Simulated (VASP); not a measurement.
The system is GeBi2O4.

```
CELL_PARAMETERS angstrom
4.72057 0.00000 0.00000
0.00000 4.72057 0.00000
0.00000 0.00000 4.86978
ATOMIC_POSITIONS crystal
Ge 0.00000 0.00000 0.00000
Bi 0.50000 0.00000 0.50000
Bi 0.00000 0.50000 0.50000
O 0.72794 0.27206 0.76361
O 0.27206 0.27206 0.23639
O 0.27206 0.72794 0.76361
O 0.72794 0.72794 0.23639
```

```yaml
Program: VASP 6.6.1
Task: relaxation of cell and atoms
Functional: PBEsol
Potentials_or_basis: VASP PAW PBE potentials, release 64 (Ge_d, Bi_d, O)
Cutoff: 600 eV
k_mesh: 4 × 4 × 4
Occupations: fermi-dirac, width 0.03 eV
Spin: no spin polarisation
```

At the start: pressure 25.3 GPa; volume 15.50 Å³/atom.

Q: How do energy, volume and symmetry change on relaxing?

A: Over 34 steps the energy falls by 634.9 meV/atom and the volume is 18.82 Å³/atom (+21.4 %); space group P-42m (No. 111, to 0.1 Å) before and after.

The path:
```csv
step,energy change (eV),largest force (eV/Å),pressure (GPa),volume (Å³)
1,0.0000,1.9137,25.31,108.52
2,-0.6484,2.1165,-10.96,151.70
3,-1.6189,1.2097,-0.22,130.08
4,-1.6195,1.1883,0.13,129.62
5,-1.8793,1.0452,0.04,131.74
6,-2.4679,0.6845,-0.78,138.09
7,-2.8943,1.1440,-5.13,150.65
8,-3.1581,1.6477,-4.41,147.61
9,-3.7043,1.2871,1.52,138.68
10,-3.7014,1.4981,0.13,139.96
11,-3.7089,1.3785,0.83,139.25
12,-3.8274,0.9097,1.81,139.21
13,-3.8286,0.9241,1.95,139.20
14,-3.9333,0.7099,-0.22,141.91
15,-3.9899,0.4221,-2.99,145.77
16,-4.0735,0.3368,-2.36,144.31
17,-4.2250,0.4128,-0.47,139.94
18,-4.1307,1.3530,3.20,131.12
19,-4.2382,0.8138,1.06,136.69
20,-4.3003,0.2820,-0.67,136.32
21,-4.3015,0.2944,-0.95,136.24
22,-4.3355,0.2196,0.03,134.42
23,-4.3650,0.1792,2.24,130.43
24,-4.3849,0.2114,1.96,130.52
25,-4.4239,0.3053,1.02,130.67
26,-4.3970,0.4696,-0.96,130.51
27,-4.4308,0.3716,0.42,130.68
28,-4.4404,0.1946,0.29,131.08
29,-4.4441,0.0337,0.17,131.53
30,-4.4441,0.0286,0.19,131.52
31,-4.4443,0.0103,0.01,131.74
32,-4.4443,0.0095,-0.06,131.76
33,-4.4443,0.0105,-0.02,131.75
34,-4.4443,0.0076,-0.03,131.74
```

Final structure:
```
Ge Bi O
1.0
     4.96187    0.00000    0.00000
     0.00000    4.96187    0.00000
     0.00000    0.00000    5.35109
Ge Bi O
1 2 4
Direct
  0.00000 0.00000 0.00000
  0.50000 0.00000 0.50000
  0.00000 0.50000 0.50000
  0.80105 0.19895 0.79577
  0.19895 0.19895 0.20423
  0.19895 0.80105 0.79577
  0.80105 0.80105 0.20423
```

Caveat: the volume moved by over 15 % at a fixed basis, so the end points are rough; the PAW data sets were made with another functional, which shifts forces and pressure a little.
